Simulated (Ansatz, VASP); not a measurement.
## Two plane-wave programs on C

The input POSCAR:

```
C
1.0
    2.6353316695      0.0000000000      0.0000000000
   -1.3176658347      2.2822641731      0.0000000000
    0.0000000000      0.0000000000      7.8663083936
C
8
Direct
    0.0000000000      0.0000000000      0.0929334757
    0.0000000000      0.0000000000      0.5929334757
    0.0000000000      0.0000000000      0.4070665243
    0.0000000000      0.0000000000      0.9070665243
    0.3333333333      0.6666666667      0.1554962089
    0.6666666667      0.3333333333      0.6554962089
    0.3333333333      0.6666666667      0.3445037911
    0.6666666667      0.3333333333      0.8445037911
```

Contents of INCAR.step1:

```
PREC     = Accurate       # precision mode
ENCUT    = 520            # plane-wave cutoff, eV
ISMEAR   = 0              # smearing method
SIGMA    = 0.05           # smearing width, eV
LREAL    = False          # projectors in reciprocal space
LASPH    = True           # aspherical terms in the spheres
NELM     = 100            # most SCF steps
NBANDS   = 26             # bands
GGA      = PE             # functional
ALGO     = Normal         # electronic algorithm
EDIFF    = 1E-4           # SCF threshold, eV
LWAVE    = True           # write WAVECAR
LCHARG   = False          # write CHGCAR
```

The input INCAR.step2:

```
PREC     = Accurate       # precision mode
ENCUT    = 520            # plane-wave cutoff, eV
EDIFF    = 1E-6           # SCF threshold, eV
ISMEAR   = 0              # smearing method
SIGMA    = 0.05           # smearing width, eV
LREAL    = False          # projectors in reciprocal space
LASPH    = True           # aspherical terms in the spheres
NELM     = 100            # most SCF steps
ALGO     = Normal         # electronic algorithm
ISIF     = 2              # what is computed and relaxed
LWAVE    = False          # write WAVECAR
LCHARG   = False          # write CHGCAR
METAGGA  = R2SCAN         # meta-GGA
LMIXTAU  = True         
NBANDS   = 26             # bands
ISTART   = 1
```

File KPOINTS:

```
Automatic mesh
0
Gamma
  12 12 4
```

Input for Ansatz:

```yaml
crystal:
  lattice:
    - [2.6353316695, 0.0, 0.0]
    - [-1.3176658347, 2.2822641731, 0.0]
    - [0.0, 0.0, 7.8663083936]
  atoms:
    - { symbol: C, position: [0.0, 0.0, 0.0929334757] }
    - { symbol: C, position: [0.0, 0.0, 0.5929334757] }
    - { symbol: C, position: [0.0, 0.0, 0.4070665243] }
    - { symbol: C, position: [0.0, 0.0, 0.9070665243] }
    - { symbol: C, position: [0.3333333333, 0.6666666667, 0.1554962089] }
    - { symbol: C, position: [0.6666666667, 0.3333333333, 0.6554962089] }
    - { symbol: C, position: [0.3333333333, 0.6666666667, 0.3445037911] }
    - { symbol: C, position: [0.6666666667, 0.3333333333, 0.8445037911] }
basis:
  ecutwfc: 500
kpoints:
  mp_grid: { grid: [12, 12, 4] }
hamiltonian:
  xc: r2scan
scf:
  occupations: { method: gaussian, width: 0.05 }
output:
  forces: true
  stress: true
  eigenvalues: true
```

Change from the starting cell: strain +0.050 along x and y, -0.050 along z, atoms carried along.

Alike in both runs: task single point; functional r2SCAN; k mesh 12 × 12 × 4; occupations gaussian, width 0.05 eV; no spin polarisation.

```csv
,VASP,Ansatz
version,VASP 6.6.1,Ansatz 0.2.0
potentials or method,"VASP PAW PBE potentials, release 64 (C), cutoff 520 eV","scalar-relativistic, plane waves, PAW"
valence electrons in the cell,32,32
```

|  | VASP | Ansatz | Ansatz less VASP |
| --- | --- | --- | --- |
| gap on the k mesh at the Fermi level (eV) | 3.23 | 3.26 | +0.024 |
| least direct gap on the mesh (eV) | 4.20 | 4.24 | +0.042 |
| pressure (GPa) | -12.1 | -13.1 | -0.99 |
| traceless stress, the component that is largest in VASP (GPa) | 81.30 | 80.80 | -0.499 |
| rms of the force components (eV/Å) | 0.293 | 0.272 | -0.0209 |

VASP's potentials were made for PBE, not for r2SCAN. Atom by atom the forces differ by 0.022 eV/Å (rms over components).
